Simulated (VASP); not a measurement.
# Ti (Fm-3m) in VASP: notebook

The runs below take Ti through single point, with r2SCAN.

All numbers are computed with VASP 6.6.1; they aren't measurements. Logs are shortened: lines on timing, memory, paths and dates and some standing lists are left out, and cuts for length are marked.

### Step 1. The cell of the first run

It takes space group Fm-3m (No. 225, cubic). The conventional cell has a = 4.060 Å, b = 4.060 Å, c = 4.060 Å, α = 90.00°, β = 90.00°, γ = 90.00°. Ti (site symmetry m-3m) has 12 Ti at 2.87 Å within 3.8 Å.

### Step 2. Single point, r2SCAN

File POSCAR:

```
Ti
1.0
    0.0000000000      2.0300000000      2.0300000000
    2.0300000000      0.0000000000      2.0300000000
    2.0300000000      2.0300000000      0.0000000000
Ti
1
Direct
    0.0000000000      0.0000000000      0.0000000000
```

File INCAR.step1:

```
SYSTEM = Ti
ALGO = Normal ; EDIFF = 1E-4
ENCUT = 520 ; GGA = PE
ISMEAR = -1 ; LASPH = .TRUE.
LCHARG = .FALSE. ; LREAL = .FALSE.
LWAVE = .TRUE. ; NBANDS = 12
NELM = 60 ; PREC = Accurate
SIGMA = 0.1
```

File INCAR.step2:

```
SYSTEM = Ti
ALGO = Normal ; EDIFF = 1E-6
ENCUT = 520 ; ISIF = 2
ISMEAR = -1 ; ISTART = 1
LASPH = .TRUE. ; LCHARG = .FALSE.
LMIXTAU = .TRUE. ; LREAL = .FALSE.
LWAVE = .FALSE. ; METAGGA = R2SCAN
NBANDS = 12 ; NELM = 60
PREC = Accurate ; SIGMA = 0.1
```

File KPOINTS:

```
k-points
0
G
  14 14 14
  0 0 0
```

Potentials or basis: VASP PAW PBE potentials, release 64 (Ti_sv).

Launch:

```
$ cat potpaw_PBE.64/Ti_sv/POTCAR > POTCAR
$ cp INCAR.step1 INCAR
$ mpirun -np 1 vasp_std > vasp.out
$ cp INCAR.step2 INCAR
$ mpirun -np 1 vasp_std > vasp.out
```

OUTCAR:

```text
SYSTEM = Ti
   EDIFF = 1E-6
   ENCUT = 520
   ISIF = 2
   ISMEAR = -1
   ISTART = 1
   LASPH = .TRUE.
   LREAL = .FALSE.
   METAGGA = R2SCAN
   NELM = 60
   PREC = Accurate

 ion  position               nearest neighbor table
   1  0.000  0.000  0.000-

  LATTYP: Found a face centered cubic cell.
 ALAT       =     4.0600000000

  Lattice vectors:

 A1 = (   0.0000000000,   2.0300000000,   2.0300000000)
 A2 = (   2.0300000000,   0.0000000000,   2.0300000000)
 A3 = (   2.0300000000,   2.0300000000,   0.0000000000)

Analysis of symmetry for initial positions (statically):
=====================================================================
 Subroutine PRICEL returns:
 Original cell was already a primitive cell.

 Routine SETGRP: Setting up the symmetry group for a
 face centered cubic supercell.

 Subroutine GETGRP returns: Found 48 space group operations
 (whereof 48 operations were pure point group operations)
 out of a pool of 48 trial point group operations.

The static configuration has the point symmetry O_h .

Analysis of symmetry for dynamics (positions and initial velocities):
=====================================================================
 Subroutine PRICEL returns:
 Original cell was already a primitive cell.

 Routine SETGRP: Setting up the symmetry group for a
 face centered cubic supercell.

 Subroutine GETGRP returns: Found 48 space group operations
 (whereof 48 operations were pure point group operations)
 out of a pool of 48 trial point group operations.

The dynamic configuration has the point symmetry O_h .

 Subroutine INISYM returns: Found 48 space group operations
 (whereof 48 operations are pure point group operations),
 and found     1 'primitive' translations

----------------------------------------------------------------------------------------

                                     Primitive cell

  volume of cell :      16.7309

  direct lattice vectors                    reciprocal lattice vectors
     0.000000000  2.030000000  2.030000000    -0.246305419  0.246305419  0.246305419
     2.030000000  0.000000000  2.030000000     0.246305419 -0.246305419  0.246305419
     2.030000000  2.030000000  0.000000000     0.246305419  0.246305419 -0.246305419

  length of vectors
     2.870853532  2.870853532  2.870853532     0.426613499  0.426613499  0.426613499

  position of ions in fractional coordinates (direct lattice)
     0.000000000  0.000000000  0.000000000

  ion indices of the primitive-cell ions
   primitive index   ion index
                 1           1
[... 74 lines left out ...]
   EDIFFG = 0.1E-04   stopping-criterion for IOM
   NSW    =      0    number of steps for IOM
   IBRION =     -1    ionic relax: 0-MD 1-quasi-New 2-CG
   NFREE  =      0    steps in history (QN), initial steepest desc. (CG)
   ISIF   =      2    stress and relaxation
   ISYM   =      2    0-nonsym 1-usesym 2-fastsym
   POTIM  = 0.5000    time-step for ionic-motion
   TEBEG  =    0.0;   TEEND  =   0.0 temperature during run
   PSTRESS=    0.0 pullay stress
   NELECT =      12.0000    total number of electrons
   NUPDOWN=      -1.0000    fix difference up-down
   EMIN   =  10.00;   EMAX   =-10.00  energy-range for DOS
   EFERMI =   0.00;   METHOD = LEGACY
   ISMEAR =    -1;   SIGMA  =   0.10  broadening in eV -4-tet -1-fermi 0-gaus
   EFERMI_NEDOS =   21; number of points for ismear=-14 and -15
   IALGO  =     38    algorithm
   IMIX   =      4    mixing-type and parameters
     AMIX     =   0.40;   BMIX     =  1.00
     AMIX_MAG =   1.60;   BMIX_MAG =  1.00
  volume/ion in A,a.u.               =      16.73       112.91
  Fermi-wavevector in a.u.,A,eV,Ry     =   1.465421  2.769245 29.217967  2.147460
  Thomas-Fermi vector in A             =   2.581280
   LORBIT       =      0    0 simple, 1 ext, 2 COOP (PROOUT), +10 PAW based schemes
   METAGGA = R2SCAN    functional components
   LHFCALC =     F    Hartree Fock is set to
   AEXX    =    0.0000 exact exchange contribution
   IVDW    =     0    specifies the selected vdW correction
   LEPSILON=     F    determine dielectric tensor
   LRPA    =     F    only Hartree local field effects (RPA)
 non-spin polarized calculation
  energy-cutoff  :      520.00
  volume of cell :       16.73
 maximum number of plane-waves:       464
 NGX is ok and might be reduce to    24
   NGX = 11   NGY = 11   NGZ = 11

 number of electron      12.0000002 magnetization

 Free energy of the ion-electron system (eV)
  ---------------------------------------------------
  ext. energy  EPLUGINS =         0.00000000
  ---------------------------------------------------
  free energy    TOTEN  =       -12.89402139 eV

  energy without entropy =      -12.84431833  energy(sigma->0) =      -12.86916986

 E-fermi :   8.6444     XC(G=0): -12.6044

 val. band max:        8.6388958028   @ k =  -0.2857   0.5000   0.2143
 cond. band min:       8.6459865832   @ k =   0.3571   0.0000   0.0000
 fundamental gap:      0.0070907805
 Fermi energy:         8.6444015524

 k-point     1 :       0.0000    0.0000    0.0000
  band No.  band energies     occupation
      1     -50.3289      2.00000
      2     -25.0872      2.00000
      3     -25.0872      2.00000
      4     -25.0872      2.00000
      5       2.0871      2.00000
      6       9.6711      0.00007
      7       9.6711      0.00007
      8       9.6711      0.00007
      9      11.5623      0.00000
     10      11.5623      0.00000
     11      24.6239      0.00000
     12      29.7083      0.00000
[... 331 lines left out ...]
 k-point    24 :       0.2857    0.1429    0.0000
  band No.  band energies     occupation
      1     -50.2405      2.00000
      2     -25.4826      2.00000
      3     -25.1897      2.00000
      4     -25.1822      2.00000
      5       4.3585      2.00000
      6       8.3726      1.87613
      7       9.8591      0.00001
      8      10.3794      0.00000
      9      11.2138      0.00000
     10      12.0712      0.00000
     11      23.1760      0.00000
     12      25.6199      0.00000

 [... further k-points ...]
[... 5 lines left out ...]
  --------------------------------------------------------------------------------------
  -------------------------------------------------------------------------------------
  Total        0.5254412      0.5254412      0.5254412      0.0000000      0.0000000      0.0000000
  in kB       50.3172148     50.3172148     50.3172148      0.0000000      0.0000000      0.0000000
  external PRESSURE =      50.3172148 kB  Pullay stress =       0.0000000 kB

 VOLUME and BASIS-vectors are now :
 -----------------------------------------------------------------------------
  energy-cutoff  :      520.00
  volume of cell :       16.73
      direct lattice vectors                 reciprocal lattice vectors
     0.000000000  2.030000000  2.030000000    -0.246305419  0.246305419  0.246305419
     2.030000000  0.000000000  2.030000000     0.246305419 -0.246305419  0.246305419
     2.030000000  2.030000000  0.000000000     0.246305419  0.246305419 -0.246305419

 POSITION                                       TOTAL-FORCE (eV/Angst)
 -----------------------------------------------------------------------------------
      0.00000      0.00000      0.00000         0.000000      0.000000      0.000000
 -----------------------------------------------------------------------------------
    total drift:                                0.000000      0.000000     -0.000000

  FREE ENERGIE OF THE ION-ELECTRON SYSTEM (eV)
  ---------------------------------------------------
  free  energy   TOTEN  =       -12.8940213908 eV

  energy  without entropy=      -12.8443183257  energy(sigma->0) =      -12.86916986
```

OUTCAR.step1:

```text
SYSTEM = Ti
   EDIFF = 1E-4
   ENCUT = 520
   GGA = PE
   ISMEAR = -1
   LASPH = .TRUE.
   LREAL = .FALSE.
[... 576 lines left out ...]
 -----------------------------------------------------------------------------------
      0.00000      0.00000      0.00000         0.000000      0.000000      0.000000
 -----------------------------------------------------------------------------------
    total drift:                               -0.000000      0.000000      0.000000

  FREE ENERGIE OF THE ION-ELECTRON SYSTEM (eV)
  ---------------------------------------------------
  free  energy   TOTEN  =        -7.7973747353 eV

  energy  without entropy=       -7.7424906058  energy(sigma->0) =       -7.76993267
```

OSZICAR.step1:

```text
N       E                     dE             d eps       ncg     rms          rms(c)
DAV:   1     0.863327633244E+02    0.86333E+02   -0.66323E+03  2500   0.123E+03
DAV:   2    -0.465903629157E+01   -0.90992E+02   -0.88643E+02  2528   0.297E+02
DAV:   3    -0.863224313033E+01   -0.39732E+01   -0.39301E+01  3388   0.648E+01
DAV:   4    -0.874548464518E+01   -0.11324E+00   -0.11315E+00  2780   0.901E+00
DAV:   5    -0.874889843859E+01   -0.34138E-02   -0.34137E-02  3044   0.138E+00    0.861E+00
DAV:   6    -0.779773117660E+01    0.95117E+00   -0.19417E+00  2704   0.210E+01    0.232E+00
DAV:   7    -0.778598757315E+01    0.11744E-01   -0.10343E-01  3044   0.381E+00    0.132E+00
DAV:   8    -0.779701037588E+01   -0.11023E-01   -0.39655E-02  2604   0.246E+00    0.159E-01
DAV:   9    -0.779731767029E+01   -0.30729E-03   -0.42361E-03  3156   0.726E-01    0.904E-02
DAV:  10    -0.779737473527E+01   -0.57065E-04   -0.24366E-04  2648   0.182E-01
   1 F= -.77973747E+01 E0= -.77699327E+01  d E =-.548841E-01
```

Run time: 70 s. Hardware: 1 thread of Intel Xeon Platinum 8259CL at 2.50GHz (Skylake/Cascade Lake), shared host; peak memory 0.15 GiB.

What came out:

* Free energy: -12.8940 eV
* Pressure: 5.0 GPa
* Band gap on the k mesh: zero (band 6 reaches 9.67 eV, above the bottom of band 7 at 8.25 eV)

Caveat: the PAW data sets were made with another functional, which shifts forces and pressure a little.

[end of part 1 of 2]
